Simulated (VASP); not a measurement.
# Si (P6_3/mmc) in VASP: further runs, part 2 of 2

VASP 6.6.1.

## (3) Single point, PBE (19.82 Å³/atom)

This run uses another cell than the first one, of 19.82 Å³/atom.

INCAR

```
ALGO = Normal
EDIFF = 1E-7
ENCUT = 520
GGA = PE
ISIF = 2
ISMEAR = 0
LASPH = True
LCHARG = True
LELF = True
LREAL = False
LVHAR = True
LWAVE = False
NBANDS = 26
NELM = 60
PREC = Accurate
SIGMA = 0.01
```

KPOINTS

```
k-points
0
Gamma
  6 6 2
```

POSCAR

```
Si
1.0
    3.8200029860      0.0000000000      0.0000000000
   -1.9100014930      3.3082196284      0.0000000000
    0.0000000000      0.0000000000     12.5479561949
Si
8
Direct
    0.0000000000      0.0000000000      0.0005003176
    0.3333333333      0.6666666667      0.2496538927
    0.0000000000      0.0000000000      0.5005003176
    0.6666666667      0.3333333333      0.7496538927
    0.0000000000      0.0000000000      0.1869996824
    0.3333333333      0.6666666667      0.4378461073
    0.0000000000      0.0000000000      0.6869996824
    0.6666666667      0.3333333333      0.9378461073
```

Potentials or basis: VASP PAW PBE potentials, release 64 (Si).

Launch:

```
$ cat potpaw_PBE.64/Si/POTCAR > POTCAR
$ mpirun -np 1 vasp_std > vasp.out
```

OUTCAR:

```text
EDIFF = 1E-7
   ENCUT = 520
   GGA = PE
   ISIF = 2
   ISMEAR = 0
   LASPH = True
   LREAL = False
   NELM = 60
   PREC = Accurate

 ion  position               nearest neighbor table
   1  0.000  0.000  0.001-   5 2.34   8 2.34   8 2.34   8 2.34
   2  0.333  0.667  0.250-   5 2.34   5 2.34   5 2.34   6 2.36
   3  0.000  0.000  0.501-   7 2.34   6 2.34   6 2.34   6 2.34
   4  0.667  0.333  0.750-   7 2.34   7 2.34   7 2.34   8 2.36
   5  0.000  0.000  0.187-   1 2.34   2 2.34   2 2.34   2 2.34
   6  0.333  0.667  0.438-   3 2.34   3 2.34   3 2.34   2 2.36
   7  0.000  0.000  0.687-   3 2.34   4 2.34   4 2.34   4 2.34
   8  0.667  0.333  0.938-   1 2.34   1 2.34   1 2.34   4 2.36

  LATTYP: Found a hexagonal cell.
 ALAT       =     3.8200029860
 C/A-ratio  =     3.2848027190

  Lattice vectors:

 A1 = (   3.8200029860,   0.0000000000,   0.0000000000)
 A2 = (  -1.9100014930,   3.3082196284,   0.0000000000)
[... 180 lines left out ...]

 val. band max:        6.0471604303   @ k =   0.0000   0.0000   0.0000
 cond. band min:       6.5887241770   @ k =   0.5000   0.0000   0.0000
 fundamental gap:      0.5415637466
 Fermi energy:         6.1307577842

 k-point     1 :       0.0000    0.0000    0.0000
  band No.  band energies     occupation
      1      -6.1055      2.00000
      2      -5.3094      2.00000
      3      -5.2952      2.00000
      4      -3.7655      2.00000
      5      -1.0896      2.00000
      6       1.9442      2.00000
[... 395 lines left out ...]
     25      12.0781      0.00000
     26      12.0818      0.00000

------------------------ aborting loop because EDIFF is reached ----------------------------------------

  FORCE on cell =-STRESS in cart. coord.  units (eV):
  Direction    XX          YY          ZZ          XY          YZ          ZX
  --------------------------------------------------------------------------------------
  -------------------------------------------------------------------------------------
  Total        2.9094240      2.9094240      2.6718312      0.0000000      0.0000000      0.0000000
  in kB       29.3958872     29.3958872     26.9953259      0.0000000      0.0000000      0.0000000
  external PRESSURE =      28.5957001 kB  Pullay stress =       0.0000000 kB

 VOLUME and BASIS-vectors are now :
 -----------------------------------------------------------------------------
  energy-cutoff  :      520.00
  volume of cell :      158.57
      direct lattice vectors                 reciprocal lattice vectors
     3.820002986  0.000000000  0.000000000     0.261779900  0.151138696  0.000000000
    -1.910001493  3.308219628  0.000000000     0.000000000  0.302277392  0.000000000
     0.000000000  0.000000000 12.547956195     0.000000000  0.000000000  0.079694253

 POSITION                                       TOTAL-FORCE (eV/Angst)
 -----------------------------------------------------------------------------------
      0.00000      0.00000      0.00628         0.000000     -0.000000     -0.006288
     -0.00000      2.20548      3.13265        -0.000000      0.000000     -0.000790
      0.00000      0.00000      6.28026        -0.000000      0.000000     -0.006288
      1.91000      1.10274      9.40662         0.000000     -0.000000     -0.000790
      0.00000      0.00000      2.34646        -0.000000      0.000000      0.006288
     -0.00000      2.20548      5.49407        -0.000000      0.000000      0.000790
      0.00000      0.00000      8.62044         0.000000     -0.000000      0.006288
      1.91000      1.10274     11.76805         0.000000     -0.000000      0.000790
 -----------------------------------------------------------------------------------
    total drift:                               -0.000000     -0.000000     -0.000000

  FREE ENERGIE OF THE ION-ELECTRON SYSTEM (eV)
  ---------------------------------------------------
  free  energy   TOTEN  =       -43.2787216773 eV

  energy  without entropy=      -43.2787216773  energy(sigma->0) =      -43.27872168
```

OSZICAR:

```text
N       E                     dE             d eps       ncg     rms          rms(c)
DAV:   1     0.656005240165E+02    0.65601E+02   -0.11903E+04   728   0.997E+02
DAV:   2    -0.387818487140E+02   -0.10438E+03   -0.97076E+02   928   0.150E+02
DAV:   3    -0.439435263795E+02   -0.51617E+01   -0.50686E+01   938   0.299E+01
DAV:   4    -0.440302271479E+02   -0.86701E-01   -0.86526E-01   906   0.487E+00
DAV:   5    -0.440321173327E+02   -0.18902E-02   -0.18896E-02   958   0.664E-01    0.991E+00
DAV:   6    -0.435095215225E+02    0.52260E+00   -0.24685E-01   840   0.191E+00    0.606E+00
DAV:   7    -0.432744567926E+02    0.23506E+00   -0.53975E-01   830   0.294E+00    0.367E-01
DAV:   8    -0.432773343815E+02   -0.28776E-02   -0.34625E-02   840   0.795E-01    0.145E-01
DAV:   9    -0.432784155742E+02   -0.10812E-02   -0.14752E-03   942   0.192E-01    0.106E-01
DAV:  10    -0.432786672280E+02   -0.25165E-03   -0.22422E-04   826   0.659E-02    0.280E-02
DAV:  11    -0.432787203533E+02   -0.53125E-04   -0.77004E-05   840   0.421E-02    0.509E-03
DAV:  12    -0.432787210698E+02   -0.71657E-06   -0.20346E-06   960   0.640E-03    0.510E-03
DAV:  13    -0.432787218249E+02   -0.75510E-06   -0.12056E-06   804   0.504E-03    0.145E-03
DAV:  14    -0.432787215948E+02    0.23014E-06   -0.54449E-08   638   0.119E-03    0.428E-04
DAV:  15    -0.432787216773E+02   -0.82492E-07   -0.26460E-08   470   0.848E-04
   1 F= -.43278722E+02 E0= -.43278722E+02  d E =-.698802E-34
```

stdout:

```text
POSCAR found type information on POSCAR Si
 POSCAR found :  1 types and       8 ions
 scaLAPACK will be used
 LDA part: xc-table for (Slater+PW92), standard interpolation
 POSCAR, INCAR and KPOINTS ok, starting setup
 FFT: planning ... GRIDC
 FFT: planning ... GRID_SOFT
 FFT: planning ... GRID
 WAVECAR not read
 entering main loop
```

Run time: 34 s. Hardware: 1 thread of Intel Xeon 6975P-C (Granite Rapids), shared host; peak memory 0.25 GiB.

Results:

* Free energy: -43.2787 eV
* Pressure: 2.9 GPa
* Largest force: 0.006 eV/Å
* Band gap on the k mesh: 0.54 eV (least direct gap 1.32 eV)

Forces in eV/Å, atoms in the order of the input:
```
Si   0.000  0.000 -0.006
Si   0.000  0.000 -0.001
Si   0.000  0.000 -0.006
Si   0.000  0.000 -0.001
Si   0.000  0.000  0.006
Si   0.000  0.000  0.001
Si   0.000  0.000  0.006
Si   0.000  0.000  0.001
```

Stress tensor (GPa, compression positive):
```
2.94 0.00 0.00
0.00 2.94 0.00
0.00 0.00 2.70
```

A k mesh can miss the band edges.

## (4) Single point, PBE

This run uses another cell than the first one, of 20.43 Å³/atom.

INCAR

```
SYSTEM = Si
PREC = Accurate
ENCUT = 520
EDIFF = 1E-6
ISMEAR = 0
SIGMA = 0.01
LREAL = .FALSE.
LASPH = .TRUE.
NELM = 80
ALGO = Normal
ISIF = 2
LWAVE = .FALSE.
LCHARG = .FALSE.
GGA = PE
NBANDS = 26
```

KPOINTS

```
Automatic mesh
0
G
  6 6 2
  0 0 0
```

Edit POSCAR of step 3 so:

```diff
@@ -2,5 +2,5 @@
 1.0
-    3.8200029860      0.0000000000      0.0000000000
-   -1.9100014930      3.3082196284      0.0000000000
-    0.0000000000      0.0000000000     12.5479561949
+    3.8589853007      0.0000000000      0.0000000000
+   -1.9294926504      3.3419793032      0.0000000000
+    0.0000000000      0.0000000000     12.6760054082
 Si
```

Launch:

```
$ cat potpaw_PBE.64/Si/POTCAR > POTCAR
$ mpirun -np 1 vasp_std > vasp.out
```

Run time: 32 s. Hardware: 1 thread of Intel Xeon 6975P-C (Granite Rapids), shared host; peak memory 0.27 GiB.

It converged, with:

```
Free energy            : -43.3211 eV
Pressure               : 0.0 GPa
Largest force          : 0.009 eV/Å
Band gap on the k mesh : 0.60 eV (least direct gap 1.23 eV)
```

Forces in eV/Å, atoms in the order of the input:
```
Si   0.000  0.000 -0.008
Si   0.000  0.000 -0.009
Si   0.000  0.000 -0.008
Si   0.000  0.000 -0.009
Si   0.000  0.000  0.008
Si   0.000  0.000  0.009
Si   0.000  0.000  0.008
Si   0.000  0.000  0.009
```

Stress tensor (GPa, compression positive):
```
 0.04  0.00  0.00
 0.00  0.04  0.00
 0.00  0.00 -0.19
```

Levels at points of the mesh, in eV from the valence-band top:
```tsv
k point	band 12	band 13	band 14	band 15	band 16	band 17	band 18	band 19	band 20	band 21
(0.00, 0.00, 0.00)	-0.75	-0.75	-0.15	0.00	0.00	1.23	1.69	2.07	2.31	2.31
(0.50, 0.00, 0.00)	-2.27	-2.25	-2.19	-1.68	-1.29	0.60	0.78	1.08	1.45	1.57
(0.00, 0.00, 0.50)	-1.20	-0.30	-0.30	-0.30	-0.30	1.38	1.38	2.52	2.52	2.62
(0.50, 0.00, 0.50)	-2.73	-2.43	-2.43	-1.64	-1.64	0.79	0.79	1.94	1.94	2.17
```

## (5) Single point, PBE (21.05 Å³/atom)

This run uses another cell than the first one, of 21.05 Å³/atom.

INCAR

```
PREC = Accurate
ENCUT = 520
EDIFF = 1E-6
ISMEAR = 0
SIGMA = 0.01
LREAL = F
LASPH = T
NELM = 100
ALGO = Normal
ISIF = 2
LWAVE = F
LCHARG = F
GGA = PE
NBANDS = 26
```

KPOINTS

```
Automatic mesh
0
Gamma
  6 6 2
```

Edit POSCAR of step 4 so:

```diff
@@ -2,5 +2,5 @@
 1.0
-    3.8589853007      0.0000000000      0.0000000000
-   -1.9294926504      3.3419793032      0.0000000000
-    0.0000000000      0.0000000000     12.6760054082
+    3.8971955609      0.0000000000      0.0000000000
+   -1.9485977805      3.3750703593      0.0000000000
+    0.0000000000      0.0000000000     12.8015185750
 Si
```

Launch:

```
$ cat potpaw_PBE.64/Si/POTCAR > POTCAR
$ mpirun -np 1 vasp_std > vasp.out
```

Run time: 33 s. Hardware: 1 thread of Intel Xeon 6975P-C (Granite Rapids), shared host; peak memory 0.28 GiB.

The run converged. Its results:

| Quantity | Value |
| --- | --- |
| Free energy | -43.2816 eV |
| Pressure | -2.5 GPa |
| Largest force | 0.016 eV/Å |
| Band gap on the k mesh | 0.66 eV (least direct gap 1.14 eV) |

Forces on the atoms (eV/Å):
```
Si   0.000  0.000 -0.010
Si   0.000  0.000 -0.016
Si   0.000  0.000 -0.010
Si   0.000  0.000 -0.016
Si   0.000  0.000  0.010
Si   0.000  0.000  0.016
Si   0.000  0.000  0.010
Si   0.000  0.000  0.016
```

Stress tensor (GPa, compression positive):
```
-2.43  0.00  0.00
 0.00 -2.43  0.00
 0.00  0.00 -2.64
```

Levels at points of the mesh, in eV from the valence-band top:
| k point | band 13 | band 14 | band 15 | band 16 | band 17 | band 18 | band 19 | band 20 |
| --- | --- | --- | --- | --- | --- | --- | --- | --- |
| (0.00, 0.00, 0.00) | -0.73 | -0.15 | 0.00 | 0.00 | 1.14 | 1.60 | 1.97 | 2.31 |
| (0.50, 0.00, 0.00) | -2.19 | -2.13 | -1.63 | -1.26 | 0.66 | 0.79 | 1.04 | 1.49 |
| (0.00, 0.00, 0.50) | -0.29 | -0.29 | -0.29 | -0.29 | 1.29 | 1.29 | 2.43 | 2.43 |
| (0.50, 0.00, 0.50) | -2.36 | -2.36 | -1.59 | -1.59 | 0.83 | 0.83 | 1.91 | 1.91 |

## (6) Overview

| cell | gap on the mesh (eV) | pressure (GPa) | largest force (eV/Å) |
| --- | --- | --- | --- |
| a = 3.780, b = 3.780, c = 12.417 Å, angles 90.0, 90.0, 120.0°, 8 atoms | 0.47 | 6.2 | 0.01 |
| a = 3.820, b = 3.820, c = 12.548 Å, angles 90.0, 90.0, 120.0°, 8 atoms | 0.54 | 2.9 | 0.01 |
| a = 3.859, b = 3.859, c = 12.676 Å, angles 90.0, 90.0, 120.0°, 8 atoms | 0.60 | 0.0 | 0.01 |
| a = 3.897, b = 3.897, c = 12.802 Å, angles 90.0, 90.0, 120.0°, 8 atoms | 0.66 | -2.5 | 0.02 |

Alike in all rows: task single point; level PBE; potentials or basis VASP PAW PBE potentials, release 64 (Si); no spin polarisation; k mesh 6 × 6 × 2; cutoff (eV) 520; smearing gaussian 0.01 eV.

Caveats: the cell stands under pressure (at least some runs).

Total energies depend on the potentials used, so only differences within one code and one set of settings carry meaning.
